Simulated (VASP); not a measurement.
A run of VASP 6.6.1 is set up as follows.

Contents of INCAR:

```
SYSTEM = Si
PREC = Accurate ; ENCUT = 520
EDIFF = 1E-7 ; ISMEAR = 0
SIGMA = 0.02 ; LREAL = Auto
LASPH = .TRUE. ; NELM = 100
ALGO = Normal ; ISIF = 2
LWAVE = .FALSE. ; LCHARG = .TRUE.
GGA = PS ; LELF = .TRUE.
LVHAR = .TRUE. ; NBANDS = 48
```

Contents of KPOINTS:

```
Automatic mesh
0
G
  2 2 2
  0 0 0
```

POSCAR

```
Si
1.0
    0.0000000000      5.4300000000      5.4300000000
    5.4300000000      0.0000000000      5.4300000000
    5.4300000000      5.4300000000      0.0000000000
Si
17
Direct
   -0.0118373849     -0.0117596685      0.0354850829
    0.1213073665      0.1215333333      0.1399342541
    0.0003903315      0.0005542357      0.5125127993
    0.1124553407      0.1125846225      0.6625400552
    0.0168746777      0.4927420810     -0.0022404236
    0.1214032228      0.6173413444      0.1398603131
    0.0004271639      0.4867118785      0.5124557090
    0.1640182320      0.6063767956      0.6232368324
    0.4925352670      0.0171089319     -0.0021197974
    0.6172794659      0.1214886740      0.1399772560
    0.4865802947      0.0005274401      0.5125504604
    0.6062436464      0.1642574586      0.6233607735
    0.4926377532      0.4926965009     -0.0021931860
    0.6503213628      0.6505495396      0.0488230203
    0.5230189687      0.5232165746      0.4307734807
    0.6064021179      0.6063050645      0.6232860958
    0.7887119705      0.7890475138      0.6335167587
```

Potentials or basis: VASP PAW PBE potentials, release 64 (Si).

Launch:

```sh
$ cat potpaw_PBE.64/Si/POTCAR > POTCAR
$ mpirun -np 1 vasp_std > vasp.out
```

**Question.** Estimate the band gap on the k mesh.

**Answer.** Zero (bands 34 and 35 overlap by 0.07 eV).

**Question.** What does it give for the largest force?

**Answer.** 0.053 eV/Å.

Stress tensor (GPa, compression positive):
```
 2.39 -0.52  0.52
-0.52  2.41  0.53
 0.52  0.53  2.41
```

Caveat: the k points lie up to 0.50 Å⁻¹ apart; the PAW data sets were made with another functional, which shifts forces and pressure a little.
